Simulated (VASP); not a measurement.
# CdF2 (Fm-3m) in VASP: a series of runs, part 2 of 2

VASP 6.6.1.

## 5. Single point, LDA

This run uses another cell than the first one, of 13.56 Å³/atom.

INCAR reads:

```
PREC = Accurate
ENCUT = 700
EDIFF = 1E-6
ISMEAR = -1
SIGMA = 0.05
LREAL = F
LASPH = T
NELM = 120
ALGO = Normal
ISIF = 2
LWAVE = F
LCHARG = T
LELF = T
LVHAR = T
NBANDS = 24
GGA_COMPAT = F
```

KPOINTS reads:

```
regular mesh
0
Gamma
  9 9 9
```

POSCAR reads:

```
CdF2
1.0
    0.0000000000      2.7294514339      2.7294514339
    2.7294514339      0.0000000000      2.7294514339
    2.7294514339      2.7294514339      0.0000000000
Cd F
1 2
Direct
    0.0000000000      0.0000000000      0.0000000000
    0.7500000000      0.7500000000      0.7500000000
    0.2500000000      0.2500000000      0.2500000000
```

Potentials or basis: VASP PAW LDA potentials, release 64 (Cd_sv_GW, F).

Started as:

```
$ cat potpaw_LDA.64/Cd_sv_GW/POTCAR potpaw_LDA.64/F/POTCAR > POTCAR
$ mpirun -np 1 vasp_std > vasp.out
```

OUTCAR:

```text
PREC = Accurate
   ENCUT = 700
   EDIFF = 1E-6
   ISMEAR = -1
   LREAL = F
   LASPH = T
   NELM = 120
   ISIF = 2

 ion  position               nearest neighbor table
   1  0.000  0.000  0.000-
   2  0.750  0.750  0.750-
   3  0.250  0.250  0.250-

  LATTYP: Found a face centered cubic cell.
 ALAT       =     5.4589028678

  Lattice vectors:

 A1 = (   0.0000000000,   2.7294514339,   2.7294514339)
 A2 = (   2.7294514339,   0.0000000000,   2.7294514339)
 A3 = (   2.7294514339,   2.7294514339,   0.0000000000)

Analysis of symmetry for initial positions (statically):
=====================================================================
 Subroutine PRICEL returns:
 Original cell was already a primitive cell.

 Routine SETGRP: Setting up the symmetry group for a
 face centered cubic supercell.

 Subroutine GETGRP returns: Found 48 space group operations
 (whereof 48 operations were pure point group operations)
 out of a pool of 48 trial point group operations.

The static configuration has the point symmetry O_h .

Analysis of symmetry for dynamics (positions and initial velocities):
=====================================================================
 Subroutine PRICEL returns:
 Original cell was already a primitive cell.

 Routine SETGRP: Setting up the symmetry group for a
 face centered cubic supercell.

 Subroutine GETGRP returns: Found 48 space group operations
 (whereof 48 operations were pure point group operations)
 out of a pool of 48 trial point group operations.

The dynamic configuration has the point symmetry O_h .

 Subroutine INISYM returns: Found 48 space group operations
 (whereof 48 operations are pure point group operations),
 and found     1 'primitive' translations

----------------------------------------------------------------------------------------

                                     Primitive cell

  volume of cell :      40.6683

  direct lattice vectors                    reciprocal lattice vectors
     0.000000000  2.729451434  2.729451434    -0.183186993  0.183186993  0.183186993
     2.729451434  0.000000000  2.729451434     0.183186993 -0.183186993  0.183186993
     2.729451434  2.729451434  0.000000000     0.183186993  0.183186993 -0.183186993

  length of vectors
     3.860027236  3.860027236  3.860027236     0.317289179  0.317289179  0.317289179

  position of ions in fractional coordinates (direct lattice)
     0.000000000  0.000000000  0.000000000
     0.750000000  0.750000000  0.750000000
     0.250000000  0.250000000  0.250000000

  ion indices of the primitive-cell ions
   primitive index   ion index
                 1           1
                 2           2
                 3           3

----------------------------------------------------------------------------------------

 KPOINTS: regular mesh

Automatic generation of k-mesh.
 Grid dimensions read from file:
 generate k-points for:    9    9    9

 Generating k-lattice:

  Cartesian coordinates                     Fractional coordinates (reciprocal lattice)
    -0.020354110  0.020354110  0.020354110     0.111111111  0.000000000  0.000000000
     0.020354110 -0.020354110  0.020354110     0.000000000  0.111111111  0.000000000
     0.020354110  0.020354110 -0.020354110     0.000000000  0.000000000  0.111111111

  Length of vectors
     0.035254353  0.035254353  0.035254353

  Shift w.r.t. Gamma in fractional coordinates (k-lattice)
     0.000000000  0.000000000  0.000000000

 Subroutine IBZKPT returns following result:
 ===========================================

 Found     35 irreducible k-points:

 Following reciprocal coordinates:
            Coordinates               Weight
  0.000000  0.000000  0.000000      1.000000
  0.111111  0.000000  0.000000      8.000000
  0.222222  0.000000  0.000000      8.000000
  0.333333  0.000000  0.000000      8.000000
  0.444444  0.000000  0.000000      8.000000
  0.111111  0.111111  0.000000      6.000000
[... 16 lines left out ...]
 -0.333333  0.333333  0.000000     12.000000
  0.444444  0.444444  0.000000      6.000000
 [... further k-points ...]
   k-points           NKPTS =     35   k-points in BZ     NKDIM =     35   number of bands    NBANDS=     24
   number of dos      NEDOS =    301   number of ions     NIONS =      3
   total plane-waves  NPLWV =  46656
   dimension x,y,z NGX =    36 NGY =   36 NGZ =   36
   dimension x,y,z NGXF=    72 NGYF=   72 NGZF=   72
   ions per type =               1   2
   NGX,Y,Z   is equivalent  to a cutoff of  15.50, 15.50, 15.50 a.u.
   NGXF,Y,Z  is equivalent  to a cutoff of  31.01, 31.01, 31.01 a.u.
 SYSTEM =  unknown system
   PREC   = accura    normal or accurate (medium, high low for compatibility)
   ISTART =      0    job   : 0-new  1-cont  2-samecut
   ICHARG =      2    charge: 1-file 2-atom 10-const
   ISPIN  =      1    spin polarized calculation?
   LNONCOLLINEAR =      F non collinear calculations
   LSORBIT =      F    spin-orbit coupling
   LASPH  =      T    aspherical Exc in radial PAW
   ENCUT  =  700.0 eV  51.45 Ry    7.17 a.u.   8.33  8.33  8.33*2*pi/ulx,y,z
   NELM   =    120;   NELMIN=  2; NELMDL= -5     # of ELM steps
   EDIFF  = 0.1E-05   stopping-criterion for ELM
   LREAL  =      F    real-space projection
   EDIFFG = 0.1E-04   stopping-criterion for IOM
   NSW    =      0    number of steps for IOM
   IBRION =     -1    ionic relax: 0-MD 1-quasi-New 2-CG
   NFREE  =      0    steps in history (QN), initial steepest desc. (CG)
   ISIF   =      2    stress and relaxation
   ISYM   =      2    0-nonsym 1-usesym 2-fastsym
   POTIM  = 0.5000    time-step for ionic-motion
   TEBEG  =    0.0;   TEEND  =   0.0 temperature during run
   PSTRESS=    0.0 pullay stress
   NELECT =      34.0000    total number of electrons
   NUPDOWN=      -1.0000    fix difference up-down
   EMIN   =  10.00;   EMAX   =-10.00  energy-range for DOS
   EFERMI =   0.00;   METHOD = LEGACY
   ISMEAR =    -1;   SIGMA  =   0.05  broadening in eV -4-tet -1-fermi 0-gaus
   EFERMI_NEDOS =   21; number of points for ismear=-14 and -15
   IALGO  =     38    algorithm
   IMIX   =      4    mixing-type and parameters
     AMIX     =   0.40;   BMIX     =  1.00
     AMIX_MAG =   1.60;   BMIX_MAG =  1.00
  volume/ion in A,a.u.               =      13.56        91.48
  Fermi-wavevector in a.u.,A,eV,Ry     =   1.542230  2.914392 32.361088  2.378473
  Thomas-Fermi vector in A             =   2.648064
   LORBIT       =      0    0 simple, 1 ext, 2 COOP (PROOUT), +10 PAW based schemes
   GGA     = CA    functional components
   LHFCALC =     F    Hartree Fock is set to
   AEXX    =    0.0000 exact exchange contribution
   IVDW    =     0    specifies the selected vdW correction
   LEPSILON=     F    determine dielectric tensor
   LRPA    =     F    only Hartree local field effects (RPA)
 non-spin polarized calculation
  energy-cutoff  :      700.00
  volume of cell :       40.67
 maximum number of plane-waves:      1729
 NGX is ok and might be reduce to    36
   NGX = 17   NGY = 17   NGZ = 17

 number of electron      34.0000003 magnetization

 Free energy of the ion-electron system (eV)
  ---------------------------------------------------
  ext. energy  EPLUGINS =         0.00000000
  ---------------------------------------------------
  free energy    TOTEN  =       -12.72386269 eV

  energy without entropy =      -12.72386269  energy(sigma->0) =      -12.72386269

 E-fermi :   1.2769     XC(G=0): -11.0772

 val. band max:       -0.1623567886   @ k =  -0.3333   0.4444   0.2222
 cond. band min:       2.5443869972   @ k =   0.0000   0.0000   0.0000
 fundamental gap:      2.7067437858
 Fermi energy:         1.2769061667

 k-point     1 :       0.0000    0.0000    0.0000
  band No.  band energies     occupation
      1     -97.9597      2.00000
      2     -59.3707      2.00000
      3     -59.3707      2.00000
      4     -59.3707      2.00000
      5     -20.3584      2.00000
      6     -19.2928      2.00000
[... 16 lines left out ...]
     23      19.1232      0.00000
     24      19.1232      0.00000

 k-point     2 :       0.1111    0.0000    0.0000
  band No.  band energies     occupation
      1     -97.9597      2.00000
      2     -59.3710      2.00000
      3     -59.3708      2.00000
      4     -59.3708      2.00000
      5     -20.3201      2.00000
      6     -19.3262      2.00000
[... 16 lines left out ...]
     23      18.7680      0.00000
     24      18.7680      0.00000
[... 565 lines left out ...]
     23      18.6187      0.00000
     24      20.7176      0.00000

 k-point    24 :       0.4444    0.4444    0.0000
  band No.  band energies     occupation
      1     -97.9596      2.00000
      2     -59.3727      2.00000
      3     -59.3715      2.00000
      4     -59.3715      2.00000
      5     -19.9187      2.00000
      6     -19.6361      2.00000
[... 16 lines left out ...]
     23      18.7459      0.00000
     24      20.1770      0.00000

 [... further k-points ...]
[... 5 lines left out ...]
  --------------------------------------------------------------------------------------
  -------------------------------------------------------------------------------------
  Total       -2.3924305     -2.3924305     -2.3924305      0.0000000     -0.0000000      0.0000000
  in kB      -94.2527025    -94.2527025    -94.2527025      0.0000000     -0.0000000      0.0000000
  external PRESSURE =     -94.2527025 kB  Pullay stress =       0.0000000 kB

 VOLUME and BASIS-vectors are now :
 -----------------------------------------------------------------------------
  energy-cutoff  :      700.00
  volume of cell :       40.67
      direct lattice vectors                 reciprocal lattice vectors
     0.000000000  2.729451434  2.729451434    -0.183186993  0.183186993  0.183186993
     2.729451434  0.000000000  2.729451434     0.183186993 -0.183186993  0.183186993
     2.729451434  2.729451434  0.000000000     0.183186993  0.183186993 -0.183186993

 POSITION                                       TOTAL-FORCE (eV/Angst)
 -----------------------------------------------------------------------------------
      0.00000      0.00000      0.00000         0.000000      0.000000     -0.000000
      4.09418      4.09418      4.09418        -0.000000     -0.000000      0.000000
      1.36473      1.36473      1.36473         0.000000      0.000000     -0.000000
 -----------------------------------------------------------------------------------
    total drift:                               -0.000000      0.000000      0.000000

  FREE ENERGIE OF THE ION-ELECTRON SYSTEM (eV)
  ---------------------------------------------------
  free  energy   TOTEN  =       -12.7238626917 eV

  energy  without entropy=      -12.7238626917  energy(sigma->0) =      -12.72386269
```

stdout:

```text
POSCAR found type information on POSCAR CdF
 POSCAR found :  2 types and       3 ions
 scaLAPACK will be used
 LDA part: xc-table for (Slater(with rela. corr.)+CA(PZ))
 , standard interpolation
 POSCAR, INCAR and KPOINTS ok, starting setup
 FFT: planning ... GRIDC
 FFT: planning ... GRID_SOFT
 FFT: planning ... GRID
 WAVECAR not read
 entering main loop
```

Wall time 26 s (1 thread of Intel Xeon 6975P-C (Granite Rapids), shared host); peak memory 0.21 GiB.

Results:

| Property | Result |
| --- | --- |
| Free energy | -12.7239 eV |
| Pressure | -9.4 GPa |
| Band gap on the k mesh | 2.71 eV (least direct gap 3.21 eV) |

Caveat: the cell stands under tension; an odd mesh through Γ misses points on the zone boundary, where band edges can lie.

## 6. Summary

| level | potentials or basis | cell | cutoff (eV) | gap on the mesh (eV) | pressure (GPa) |
| --- | --- | --- | --- | --- | --- |
| LDA | VASP PAW LDA potentials, release 64 (Cd_sv_GW, F) | a = 3.885 Å, angles 60.0°, 3 atoms | 700 | 2.64 | -10.9 |
| r2SCAN | VASP PAW PBE potentials, release 64 (Cd_sv_GW, F) | a = 3.810 Å, angles 60.0°, 3 atoms | 660 | 3.82 | -0.5 |
| r2SCAN | VASP PAW PBE potentials, release 64 (Cd_sv_GW, F) | a = 3.758 Å, angles 60.0°, 3 atoms | 770 | 3.97 | 4.7 |
| LDA | VASP PAW LDA potentials, release 64 (Cd_sv_GW, F) | a = 3.860 Å, angles 60.0°, 3 atoms | 700 | 2.71 | -9.4 |

Alike in all rows: task single point; no spin polarisation; k mesh 9 × 9 × 9; smearing fermi-dirac 0.05 eV.

Caveats: an odd mesh through Γ misses points on the zone boundary, where band edges can lie; the cell stands under tension (at least some runs); the PAW data sets were made with another functional, which shifts forces and pressure a little (at least some runs); the cell stands under pressure (at least some runs).

Absolute energies hang on the potentials; compare differences alone.
